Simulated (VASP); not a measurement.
# Cu3N (Pm-3m) in VASP: notebook, part 2 of 2

VASP 6.6.1. The steps go on from the part before.

### 3 Single point, PBE

This run uses another cell than the first one, of 12.69 Å³/atom, 1.045 times its volume.

Contents of INCAR:

```
SYSTEM = Cu3N
ALGO = Normal
EDIFF = 1E-6
ENCUT = 600
GGA = PE
GGA_COMPAT = .False.
ISIF = 2
ISMEAR = 0
LASPH = .True.
LCHARG = .True.
LELF = .True.
LREAL = .False.
LVHAR = .True.
LWAVE = .False.
NBANDS = 27
NELM = 120
PREC = Accurate
SIGMA = 0.01
```

Contents of KPOINTS:

```
k-points
0
Gamma
  5 5 5
  0 0 0
```

Contents of POSCAR:

```
Cu3N
1.0
    3.7026456614      0.0000000000      0.0000000000
    0.0000000000      3.7026456614      0.0000000000
    0.0000000000      0.0000000000      3.7026456614
Cu N
3 1
Direct
    0.5000000000      0.0000000000      0.0000000000
    0.0000000000      0.5000000000      0.0000000000
    0.0000000000      0.0000000000      0.5000000000
    0.0000000000      0.0000000000      0.0000000000
```

Potentials or basis: VASP PAW PBE potentials, release 64 (Cu, N).

The run is started by

```console
> cat potpaw_PBE.64/Cu/POTCAR potpaw_PBE.64/N/POTCAR > POTCAR
> mpirun -np 1 vasp_std > vasp.out
```

Run time: 16 s. Hardware: 1 thread of Intel Xeon Platinum 8488C (Sapphire Rapids), shared host; peak memory 0.17 GiB.

Results (log left out):

- Free energy: -18.1710 eV
- Pressure: 15.1 GPa
- Band gap on the k mesh: 1.40 eV, indirect (least direct gap 1.73 eV)

Levels at points of the mesh, in eV from the valence-band top:
| k point | band 16 | band 17 | band 18 | band 19 | band 20 | band 21 | band 22 | band 23 |
| --- | --- | --- | --- | --- | --- | --- | --- | --- |
| (0.00, 0.00, 0.00) | -1.62 | -1.62 | -1.62 | -1.56 | 1.70 | 6.11 | 6.11 | 7.19 |

A k mesh can miss the band edges. Expect the measured gap to be larger: semilocal functionals such as PBE lack the derivative discontinuity.

### 4 Single point, PBE

This run uses another cell than the first one, of 13.24 Å³/atom, 1.091 times its volume.

Contents of INCAR:

```
SYSTEM = Cu3N
PREC     = Accurate       ! precision mode
ENCUT    = 600            ! plane-wave cutoff, eV
EDIFF    = 1E-6           ! SCF threshold, eV
ISMEAR   = 0              ! smearing method
SIGMA    = 0.01           ! smearing width, eV
LREAL    = .False.        ! projectors in reciprocal space
LASPH    = .True.         ! aspherical terms in the spheres
NELM     = 120            ! most SCF steps
ALGO     = Normal         ! electronic algorithm
ISIF     = 2              ! what is computed and relaxed
LWAVE    = .False.        ! write WAVECAR
LCHARG   = .False.        ! write CHGCAR
GGA      = PE             ! functional
NBANDS   = 27             ! bands
GGA_COMPAT= .False.
```

Contents of KPOINTS:

```
Automatic mesh
0
Gamma
  5 5 5
  0 0 0
```

Contents of POSCAR:

```
Cu3N
1.0
    3.7555477468      0.0000000000      0.0000000000
    0.0000000000      3.7555477468      0.0000000000
    0.0000000000      0.0000000000      3.7555477468
Cu N
3 1
Direct
    0.5000000000      0.0000000000      0.0000000000
    0.0000000000      0.5000000000      0.0000000000
    0.0000000000      0.0000000000      0.5000000000
    0.0000000000      0.0000000000      0.0000000000
```

Potentials or basis: VASP PAW PBE potentials, release 64 (Cu, N).

The run is started by

```console
> cat potpaw_PBE.64/Cu/POTCAR potpaw_PBE.64/N/POTCAR > POTCAR
> mpirun -np 1 vasp_std > vasp.out
```

OUTCAR:

```text
SYSTEM = Cu3N
   PREC = Accurate
   ENCUT = 600
   EDIFF = 1E-6
   ISMEAR = 0
   LREAL = .False.
   LASPH = .True.
   NELM = 120
   ISIF = 2
   GGA = PE

 ion  position               nearest neighbor table
   1  0.500  0.000  0.000-   4 1.88   4 1.88   2 2.66   3 2.66   2 2.66   2 2.66   3 2.66   3 2.66
                             3 2.66   2 2.66
   2  0.000  0.500  0.000-   4 1.88   4 1.88   1 2.66   3 2.66   1 2.66   3 2.66   3 2.66   3 2.66
                             1 2.66   1 2.66
   3  0.000  0.000  0.500-   4 1.88   4 1.88   1 2.66   1 2.66   2 2.66   2 2.66   2 2.66   2 2.66
                             1 2.66   1 2.66
   4  0.000  0.000  0.000-   1 1.88   2 1.88   3 1.88   3 1.88   2 1.88   1 1.88

  LATTYP: Found a simple cubic cell.
 ALAT       =     3.7555477468

  Lattice vectors:

 A1 = (   3.7555477468,   0.0000000000,   0.0000000000)
 A2 = (   0.0000000000,   3.7555477468,   0.0000000000)
 A3 = (   0.0000000000,   0.0000000000,   3.7555477468)

Analysis of symmetry for initial positions (statically):
=====================================================================
 Subroutine PRICEL returns:
 Original cell was already a primitive cell.

 Routine SETGRP: Setting up the symmetry group for a
 simple cubic supercell.
[... 160 lines left out ...]
 cond. band min:       6.4618785433   @ k =   0.4000   0.4000   0.0000
 fundamental gap:      1.4374761144
 Fermi energy:         5.0877181376

 k-point     1 :       0.0000    0.0000    0.0000
  band No.  band energies     occupation
      1     -11.8462      2.00000
      2      -0.1228      2.00000
      3       0.3802      2.00000
      4       0.3802      2.00000
      5       0.3802      2.00000
      6       1.2907      2.00000
[... 289 lines left out ...]
     26      13.4399      0.00000
     27      17.8397      0.00000

------------------------ aborting loop because EDIFF is reached ----------------------------------------

  FORCE on cell =-STRESS in cart. coord.  units (eV):
  Direction    XX          YY          ZZ          XY          YZ          ZX
  --------------------------------------------------------------------------------------
  -------------------------------------------------------------------------------------
  Total        2.6767548      2.6767548      2.6767548     -0.0000000     -0.0000000      0.0000000
  in kB       80.9653700     80.9653700     80.9653700     -0.0000000     -0.0000000      0.0000000
  external PRESSURE =      80.9653700 kB  Pullay stress =       0.0000000 kB

 VOLUME and BASIS-vectors are now :
 -----------------------------------------------------------------------------
  energy-cutoff  :      600.00
  volume of cell :       52.97
      direct lattice vectors                 reciprocal lattice vectors
     3.755547747  0.000000000  0.000000000     0.266272743  0.000000000  0.000000000
     0.000000000  3.755547747  0.000000000     0.000000000  0.266272743  0.000000000
     0.000000000  0.000000000  3.755547747     0.000000000  0.000000000  0.266272743

 POSITION                                       TOTAL-FORCE (eV/Angst)
 -----------------------------------------------------------------------------------
      1.87777      0.00000      0.00000         0.000000      0.000000      0.000000
      0.00000      1.87777      0.00000         0.000000      0.000000      0.000000
      0.00000      0.00000      1.87777         0.000000      0.000000      0.000000
      0.00000      0.00000      0.00000         0.000000      0.000000      0.000000
 -----------------------------------------------------------------------------------
    total drift:                                0.000000      0.000000      0.000000

  FREE ENERGIE OF THE ION-ELECTRON SYSTEM (eV)
  ---------------------------------------------------
  free  energy   TOTEN  =       -18.3286468224 eV

  energy  without entropy=      -18.3286468224  energy(sigma->0) =      -18.32864682
```

Wall time 15 s (1 thread of Intel Xeon Platinum 8488C (Sapphire Rapids), shared host); peak memory 0.16 GiB.

Results:

```yaml
Free_energy: -18.3286 eV
Pressure: 8.1 GPa
Band_gap_on_the_k_mesh: 1.44 eV, indirect (least direct gap 1.77 eV)
```

Levels at points of the mesh, in eV from the valence-band top:
| k point | band 16 | band 17 | band 18 | band 19 | band 20 | band 21 | band 22 | band 23 |
| --- | --- | --- | --- | --- | --- | --- | --- | --- |
| (0.00, 0.00, 0.00) | -1.55 | -1.55 | -1.55 | -1.49 | 1.53 | 5.89 | 5.89 | 7.09 |

A k mesh can miss the band edges.

### 5 Summary

```tsv
cell	gap on the mesh (eV)	pressure (GPa)
a = 3.648 Å, 4 atoms	1.36	23.9
a = 3.703 Å, 4 atoms	1.40	15.1
a = 3.756 Å, 4 atoms	1.44	8.1
```

Alike in all rows: task single point; level PBE; potentials or basis VASP PAW PBE potentials, release 64 (Cu, N); no spin polarisation; k mesh 5 × 5 × 5; cutoff (eV) 600; smearing gaussian 0.01 eV.

Total energies depend on the potentials used, so only differences within one code and one set of settings carry meaning.
